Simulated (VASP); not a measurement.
# AlNi (Pm-3m) in VASP: notebook

AlNi is run at these levels: PBE; tasks: single point.

All numbers are computed with VASP 6.6.1; they aren't measurements. Logs are shortened: lines on timing, memory, paths and dates and some standing lists are left out, and cuts for length are marked.

### 1 The cell of the first run

Symmetry: Pm-3m, No. 221, cubic system. Conventional cell: a = 2.862 Å, b = 2.862 Å, c = 2.862 Å, α = 90.00°, β = 90.00°, γ = 90.00°. Within 3.3 Å of Al (site symmetry m-3m) lie 8 Ni at 2.48 Å and 6 Al at 2.86 Å. Ni (site symmetry m-3m) has 8 Al at 2.48 Å and 6 Ni at 2.86 Å within 3.3 Å.

### 2 Single point, PBE, collinear spin, ferromagnetic start (11.72 Å³/atom)

The input, INCAR:

```
PREC = Accurate ; ENCUT = 600
EDIFF = 1E-6 ; ISMEAR = -1
SIGMA = 0.03 ; LREAL = False
LASPH = True ; NELM = 200
ALGO = Normal ; ISIF = 2
LWAVE = False ; LCHARG = True
ISPIN = 2 ; MAGMOM = 0 1.5
LORBIT = 11 ; LMAXMIX = 4
GGA = PE ; LELF = True
LVHAR = True ; NBANDS = 18
GGA_COMPAT = False
```

The input, KPOINTS:

```
Automatic mesh
0
Gamma
  14 14 14
```

The input, POSCAR:

```
AlNi
1.0
    2.8616638469      0.0000000000      0.0000000000
    0.0000000000      2.8616638469      0.0000000000
    0.0000000000      0.0000000000      2.8616638469
Al Ni
1 1
Direct
    0.0000000000      0.0000000000      0.0000000000
    0.5000000000      0.5000000000      0.5000000000
```

Potentials or basis: VASP PAW PBE potentials, release 64 (Al, Ni).

On the command line:

```console
> cat potpaw_PBE.64/Al/POTCAR potpaw_PBE.64/Ni/POTCAR > POTCAR
> mpirun -np 1 vasp_std > vasp.out
```

OUTCAR:

```text
PREC = Accurate
   ENCUT = 600
   EDIFF = 1E-6
   ISMEAR = -1
   LREAL = False
   LASPH = True
   NELM = 200
   ISIF = 2
   ISPIN = 2
   LORBIT = 11
   GGA = PE

 ion  position               nearest neighbor table
   1  0.000  0.000  0.000-   2 2.48   2 2.48   2 2.48   2 2.48   2 2.48   2 2.48   2 2.48   2 2.48

   2  0.500  0.500  0.500-   1 2.48   1 2.48   1 2.48   1 2.48   1 2.48   1 2.48   1 2.48   1 2.48

  LATTYP: Found a simple cubic cell.
 ALAT       =     2.8616638469

  Lattice vectors:

 A1 = (   2.8616638469,   0.0000000000,   0.0000000000)
 A2 = (   0.0000000000,   2.8616638469,   0.0000000000)
 A3 = (   0.0000000000,   0.0000000000,   2.8616638469)

Analysis of symmetry for initial positions (statically):
=====================================================================
 Subroutine PRICEL returns:
 Original cell was already a primitive cell.

 Routine SETGRP: Setting up the symmetry group for a
 simple cubic supercell.

 Subroutine GETGRP returns: Found 48 space group operations
 (whereof 48 operations were pure point group operations)
 out of a pool of 48 trial point group operations.

The static configuration has the point symmetry O_h .

Analysis of symmetry for dynamics (positions and initial velocities):
=====================================================================
 Subroutine PRICEL returns:
 Original cell was already a primitive cell.

 Routine SETGRP: Setting up the symmetry group for a
 simple cubic supercell.

 Subroutine GETGRP returns: Found 48 space group operations
 (whereof 48 operations were pure point group operations)
 out of a pool of 48 trial point group operations.

The dynamic configuration has the point symmetry O_h .

Analysis of structural, dynamic, and magnetic symmetry:
=====================================================================
 Subroutine PRICEL returns:
 Original cell was already a primitive cell.

 Routine SETGRP: Setting up the symmetry group for a
 simple cubic supercell.

 Subroutine GETGRP returns: Found 48 space group operations
 (whereof 48 operations were pure point group operations)
 out of a pool of 48 trial point group operations.

The overall configuration has the point symmetry O_h .

 Subroutine INISYM returns: Found 48 space group operations
 (whereof 48 operations are pure point group operations),
 and found     1 'primitive' translations

----------------------------------------------------------------------------------------

                                     Primitive cell

  volume of cell :      23.4345

  direct lattice vectors                    reciprocal lattice vectors
     2.861663847  0.000000000  0.000000000     0.349447054  0.000000000  0.000000000
     0.000000000  2.861663847  0.000000000     0.000000000  0.349447054  0.000000000
     0.000000000  0.000000000  2.861663847     0.000000000  0.000000000  0.349447054

  length of vectors
     2.861663847  2.861663847  2.861663847     0.349447054  0.349447054  0.349447054

  position of ions in fractional coordinates (direct lattice)
     0.000000000  0.000000000  0.000000000
     0.500000000  0.500000000  0.500000000

  ion indices of the primitive-cell ions
   primitive index   ion index
                 1           1
                 2           2

----------------------------------------------------------------------------------------

 KPOINTS: Automatic mesh

Automatic generation of k-mesh.
 Grid dimensions read from file:
 generate k-points for:   14   14   14

 Generating k-lattice:

  Cartesian coordinates                     Fractional coordinates (reciprocal lattice)
     0.024960504  0.000000000  0.000000000     0.071428571  0.000000000  0.000000000
     0.000000000  0.024960504  0.000000000     0.000000000  0.071428571  0.000000000
     0.000000000  0.000000000  0.024960504     0.000000000  0.000000000  0.071428571

  Length of vectors
     0.024960504  0.024960504  0.024960504

  Shift w.r.t. Gamma in fractional coordinates (k-lattice)
     0.000000000  0.000000000  0.000000000

 Subroutine IBZKPT returns following result:
 ===========================================

 Found    120 irreducible k-points:

 Following reciprocal coordinates:
            Coordinates               Weight
  0.000000  0.000000  0.000000      1.000000
  0.071429  0.000000  0.000000      6.000000
  0.142857  0.000000  0.000000      6.000000
  0.214286  0.000000  0.000000      6.000000
  0.285714  0.000000  0.000000      6.000000
  0.357143  0.000000  0.000000      6.000000
[... 16 lines left out ...]
  0.285714  0.214286  0.000000     24.000000
  0.357143  0.214286  0.000000     24.000000
 [... further k-points ...]
   k-points           NKPTS =    120   k-points in BZ     NKDIM =    120   number of bands    NBANDS=     18
   number of dos      NEDOS =    301   number of ions     NIONS =      2
   total plane-waves  NPLWV =  13824
   dimension x,y,z NGX =    24 NGY =   24 NGZ =   24
   dimension x,y,z NGXF=    48 NGYF=   48 NGZF=   48
   ions per type =               1   1
   NGX,Y,Z   is equivalent  to a cutoff of  13.94, 13.94, 13.94 a.u.
   NGXF,Y,Z  is equivalent  to a cutoff of  27.89, 27.89, 27.89 a.u.
 SYSTEM =  unknown system
   PREC   = accura    normal or accurate (medium, high low for compatibility)
   ISTART =      0    job   : 0-new  1-cont  2-samecut
   ICHARG =      2    charge: 1-file 2-atom 10-const
   ISPIN  =      2    spin polarized calculation?
   LNONCOLLINEAR =      F non collinear calculations
   LSORBIT =      F    spin-orbit coupling
   LASPH  =      T    aspherical Exc in radial PAW
   ENCUT  =  600.0 eV  44.10 Ry    6.64 a.u.   5.72  5.72  5.72*2*pi/ulx,y,z
   NELM   =    200;   NELMIN=  2; NELMDL= -5     # of ELM steps
   EDIFF  = 0.1E-05   stopping-criterion for ELM
   LREAL  =      F    real-space projection
   EDIFFG = 0.1E-04   stopping-criterion for IOM
   NSW    =      0    number of steps for IOM
   IBRION =     -1    ionic relax: 0-MD 1-quasi-New 2-CG
   NFREE  =      0    steps in history (QN), initial steepest desc. (CG)
   ISIF   =      2    stress and relaxation
   ISYM   =      2    0-nonsym 1-usesym 2-fastsym
   POTIM  = 0.5000    time-step for ionic-motion
   TEBEG  =    0.0;   TEEND  =   0.0 temperature during run
   PSTRESS=    0.0 pullay stress
   NELECT =      13.0000    total number of electrons
   NUPDOWN=      -1.0000    fix difference up-down
   EMIN   =  10.00;   EMAX   =-10.00  energy-range for DOS
   EFERMI =   0.00;   METHOD = LEGACY
   ISMEAR =    -1;   SIGMA  =   0.03  broadening in eV -4-tet -1-fermi 0-gaus
   EFERMI_NEDOS =   21; number of points for ismear=-14 and -15
   IALGO  =     38    algorithm
   IMIX   =      4    mixing-type and parameters
     AMIX     =   0.40;   BMIX     =  1.00
     AMIX_MAG =   1.60;   BMIX_MAG =  1.00
  volume/ion in A,a.u.               =      11.72        79.07
  Fermi-wavevector in a.u.,A,eV,Ry     =   1.345150  2.541965 24.618764  1.809428
  Thomas-Fermi vector in A             =   2.473086
   LORBIT       =     11    0 simple, 1 ext, 2 COOP (PROOUT), +10 PAW based schemes
   GGA     = PE    functional components
   LHFCALC =     F    Hartree Fock is set to
   AEXX    =    0.0000 exact exchange contribution
   IVDW    =     0    specifies the selected vdW correction
   LEPSILON=     F    determine dielectric tensor
   LRPA    =     F    only Hartree local field effects (RPA)
 spin polarized calculation
  energy-cutoff  :      600.00
  volume of cell :       23.43
 maximum number of plane-waves:       804
 NGX is ok and might be reduce to    24
   NGX = 11   NGY = 11   NGZ = 11

 number of electron      13.0000011 magnetization       0.0001970

 number of electron      13.0000011 magnetization      -0.0001712

 Free energy of the ion-electron system (eV)
  ---------------------------------------------------
  ext. energy  EPLUGINS =         0.00000000
  ---------------------------------------------------
  free energy    TOTEN  =       -10.52487672 eV

  energy without entropy =      -10.52168049  energy(sigma->0) =      -10.52327861

 E-fermi :  10.2622     XC(G=0): -12.1456

 val. band max:       10.2564145565   @ k =   0.3571   0.2143   0.0714
 cond. band min:      10.2651087424   @ k =   0.3571   0.1429   0.1429
 fundamental gap:      0.0086941860
 Fermi energy:        10.2621864136

 spin component 1

 k-point     1 :       0.0000    0.0000    0.0000
  band No.  band energies     occupation
      1      -0.9910      1.00000
      2       6.9722      1.00000
      3       6.9722      1.00000
      4       8.7131      1.00000
      5       8.7131      1.00000
      6       8.7131      1.00000
[... 10 lines left out ...]
     17      33.8434      0.00000
     18      33.8434      0.00000
[... 463 lines left out ...]
 k-point    24 :       0.3571    0.2143    0.0000
  band No.  band energies     occupation
      1       2.0847      1.00000
      2       5.9697      1.00000
      3       7.3653      1.00000
      4       7.9149      1.00000
      5       8.1707      1.00000
      6       8.5166      1.00000
[... 10 lines left out ...]
     17      32.9733      0.00000
     18      35.1745      0.00000

 [... further k-points ...]

 spin component 2

 k-point     1 :       0.0000    0.0000    0.0000
  band No.  band energies     occupation
      1      -0.9910      1.00000
      2       6.9720      1.00000
      3       6.9720      1.00000
      4       8.7131      1.00000
      5       8.7131      1.00000
      6       8.7131      1.00000
[... 10 lines left out ...]
     17      33.8434      0.00000
     18      33.8434      0.00000
[... 463 lines left out ...]
 k-point    24 :       0.3571    0.2143    0.0000
  band No.  band energies     occupation
      1       2.0847      1.00000
      2       5.9697      1.00000
      3       7.3653      1.00000
      4       7.9149      1.00000
      5       8.1707      1.00000
      6       8.5166      1.00000
[... 10 lines left out ...]
     17      32.9733      0.00000
     18      35.1745      0.00000

 [... further k-points ...]

------------------------ aborting loop because EDIFF is reached ----------------------------------------

  FORCE on cell =-STRESS in cart. coord.  units (eV):
  Direction    XX          YY          ZZ          XY          YZ          ZX
  --------------------------------------------------------------------------------------
  -------------------------------------------------------------------------------------
  Total        0.8143188      0.8143188      0.8143188      0.0000000      0.0000000     -0.0000000
  in kB       55.6735842     55.6735842     55.6735842      0.0000000      0.0000000     -0.0000000
  external PRESSURE =      55.6735842 kB  Pullay stress =       0.0000000 kB

 VOLUME and BASIS-vectors are now :
 -----------------------------------------------------------------------------
  energy-cutoff  :      600.00
  volume of cell :       23.43
      direct lattice vectors                 reciprocal lattice vectors
     2.861663847  0.000000000  0.000000000     0.349447054  0.000000000  0.000000000
     0.000000000  2.861663847  0.000000000     0.000000000  0.349447054  0.000000000
     0.000000000  0.000000000  2.861663847     0.000000000  0.000000000  0.349447054

 POSITION                                       TOTAL-FORCE (eV/Angst)
 -----------------------------------------------------------------------------------
      0.00000      0.00000      0.00000         0.000000      0.000000      0.000000
      1.43083      1.43083      1.43083         0.000000      0.000000      0.000000
 -----------------------------------------------------------------------------------
    total drift:                                0.000000      0.000000     -0.000000

  FREE ENERGIE OF THE ION-ELECTRON SYSTEM (eV)
  ---------------------------------------------------
  free  energy   TOTEN  =       -10.5248767236 eV

  energy  without entropy=      -10.5216804931  energy(sigma->0) =      -10.52327861

 total charge

# of ion       s       p       d       tot
------------------------------------------
    1        0.386   0.423   0.000   0.809
    2        0.484   0.533   8.484   9.501
--------------------------------------------------
tot          0.870   0.956   8.484  10.310

 magnetization (x)

# of ion       s       p       d       tot
------------------------------------------
    1        0.000   0.000   0.000   0.000
    2       -0.000  -0.000  -0.000  -0.000
--------------------------------------------------
tot          0.000   0.000  -0.000  -0.000
```

Run time: 3.1 min. Hardware: 1 thread of AMD EPYC 7R13, shared host; peak memory 0.19 GiB.

What came out:

| Quantity | Value |
| --- | --- |
| Free energy | -10.5249 eV |
| Pressure | 5.6 GPa |
| Net moment | 0.00 μB per cell |
| Valence electrons inside the program's atomic spheres | Al 0.81; Ni 9.50 |

Levels at points of the mesh, in eV from the Fermi level:
Spin up:
```csv
k point,band 3,band 4,band 5,band 6,band 7,band 8,band 9,band 10,band 11,band 12
"(0.00, 0.00, 0.00)",-3.29,-1.55,-1.55,-1.55,5.62,5.62,5.62,8.22,8.22,14.14
"(0.50, 0.00, 0.00)",-2.80,-2.27,-2.27,-1.46,-0.62,8.34,10.15,10.15,11.12,11.12
"(0.50, 0.50, 0.00)",-2.91,-2.91,-2.10,-2.10,-1.01,1.55,2.60,12.53,15.33,15.33
"(0.50, 0.50, 0.50)",-4.16,-0.97,-0.97,2.02,2.02,2.02,3.90,4.56,4.56,4.56
```
Spin down:
```csv
k point,band 5,band 6,band 7,band 8,band 9,band 10
"(0.00, 0.00, 0.00)",-1.55,-1.55,5.62,5.62,5.62,8.22
"(0.50, 0.00, 0.00)",-2.27,-1.46,-0.62,8.34,10.15,10.15
"(0.50, 0.50, 0.00)",-2.10,-2.10,-1.01,1.55,2.60,12.53
"(0.50, 0.50, 0.50)",-0.97,2.02,2.02,2.02,3.90,4.56
```

Caveat: the cell stands under pressure.

### 3 Single point, PBE, collinear spin, ferromagnetic start (12.20 Å³/atom)

This run uses another cell than the first one, of 12.20 Å³/atom.

The input, INCAR:

```
SYSTEM = AlNi
PREC = Accurate
ENCUT = 600
EDIFF = 1E-6
ISMEAR = -1
SIGMA = 0.03
LREAL = .False.
LASPH = .True.
NELM = 200
ALGO = Normal
ISIF = 2
LWAVE = .False.
LCHARG = .False.
ISPIN = 2
MAGMOM = 0 1.5
LORBIT = 11
LMAXMIX = 4
GGA = PE
NBANDS = 18
GGA_COMPAT = .False.
```

The input, KPOINTS:

```
regular mesh
0
Gamma
  14 14 14
  0 0 0
```

The input, POSCAR:

```
AlNi
1.0
    2.9000800262      0.0000000000      0.0000000000
    0.0000000000      2.9000800262      0.0000000000
    0.0000000000      0.0000000000      2.9000800262
Al Ni
1 1
Direct
    0.0000000000      0.0000000000      0.0000000000
    0.5000000000      0.5000000000      0.5000000000
```

Potentials or basis: VASP PAW PBE potentials, release 64 (Al, Ni).

On the command line:

```console
> cat potpaw_PBE.64/Al/POTCAR potpaw_PBE.64/Ni/POTCAR > POTCAR
> mpirun -np 1 vasp_std > vasp.out
```

It took 2.1 min on 1 thread of AMD EPYC 7R13, shared host; peak memory 0.19 GiB.

It converged, with:

- Free energy: -10.5377 eV
- Pressure: -0.9 GPa
- Net moment: 0.00 μB per cell
- Valence electrons inside the program's atomic spheres: Al 0.79; Ni 9.43

Levels at points of the mesh, in eV from the Fermi level:
Spin up:
```
           k point  band 5  band 6  band 7  band 8  band 9  band 10
(0.00, 0.00, 0.00)   -1.47   -1.47    5.45    5.45    5.45     8.10
(0.50, 0.00, 0.00)   -2.15   -1.38   -0.60    8.29    9.96     9.96
(0.50, 0.50, 0.00)   -1.98   -1.98   -0.95    1.48    2.41    12.09
(0.50, 0.50, 0.50)   -0.92    2.06    2.06    2.06    3.55     4.39
```
Spin down:
```tsv
k point	band 5	band 6	band 7	band 8	band 9	band 10
(0.00, 0.00, 0.00)	-1.47	-1.47	5.45	5.45	5.45	8.10
(0.50, 0.00, 0.00)	-2.15	-1.38	-0.60	8.29	9.96	9.96
(0.50, 0.50, 0.00)	-1.98	-1.98	-0.95	1.48	2.41	12.09
(0.50, 0.50, 0.50)	-0.93	2.06	2.06	2.06	3.55	4.39
```

### 4 Single point, PBE, collinear spin, ferromagnetic start (12.43 Å³/atom)

This run uses another cell than the first one, of 12.43 Å³/atom.

The input, INCAR:

```
SYSTEM = AlNi
  PREC = Accurate
  ENCUT = 600
  EDIFF = 1E-6
  ISMEAR = -1
  SIGMA = 0.03
  LREAL = .False.
  LASPH = .True.
  NELM = 200
  ALGO = Normal
  ISIF = 2
  LWAVE = .False.
  LCHARG = .False.
  ISPIN = 2
  MAGMOM = 0 1.5
  LORBIT = 11
  LMAXMIX = 4
  GGA = PE
  NBANDS = 18
  GGA_COMPAT = .False.
```

KPOINTS is that of step 3.

The input, POSCAR:

```
AlNi
1.0
    2.9189122424      0.0000000000      0.0000000000
    0.0000000000      2.9189122424      0.0000000000
    0.0000000000      0.0000000000      2.9189122424
Al Ni
1 1
Direct
    0.0000000000      0.0000000000      0.0000000000
    0.5000000000      0.5000000000      0.5000000000
```

On the command line:

```console
> cat potpaw_PBE.64/Al/POTCAR potpaw_PBE.64/Ni/POTCAR > POTCAR
> mpirun -np 1 vasp_std > vasp.out
```

Run time: 1.9 min. Hardware: 1 thread of AMD EPYC 7R13, shared host; peak memory 0.19 GiB.

Results (log left out):

| Property | Result |
| --- | --- |
| Free energy | -10.5300 eV |
| Pressure | -3.7 GPa |
| Net moment | 0.00 μB per cell |
| Valence electrons inside the program's atomic spheres | Al 0.78; Ni 9.40 |

Levels at points of the mesh, in eV from the Fermi level:
Spin up:
| k point | band 5 | band 6 | band 7 | band 8 | band 9 | band 10 |
| --- | --- | --- | --- | --- | --- | --- |
| (0.00, 0.00, 0.00) | -1.43 | -1.43 | 5.37 | 5.37 | 5.37 | 8.03 |
| (0.50, 0.00, 0.00) | -2.09 | -1.34 | -0.59 | 8.27 | 9.86 | 9.86 |
| (0.50, 0.50, 0.00) | -1.93 | -1.93 | -0.93 | 1.45 | 2.32 | 11.88 |
| (0.50, 0.50, 0.50) | -0.90 | 2.07 | 2.07 | 2.07 | 3.38 | 4.31 |
Spin down:
| k point | band 5 | band 6 | band 7 | band 8 | band 9 | band 10 |
| --- | --- | --- | --- | --- | --- | --- |
| (0.00, 0.00, 0.00) | -1.43 | -1.43 | 5.37 | 5.37 | 5.37 | 8.03 |
| (0.50, 0.00, 0.00) | -2.10 | -1.35 | -0.59 | 8.27 | 9.86 | 9.86 |
| (0.50, 0.50, 0.00) | -1.93 | -1.93 | -0.93 | 1.45 | 2.32 | 11.88 |
| (0.50, 0.50, 0.50) | -0.90 | 2.07 | 2.07 | 2.07 | 3.38 | 4.31 |

Caveat: the cell stands under tension.
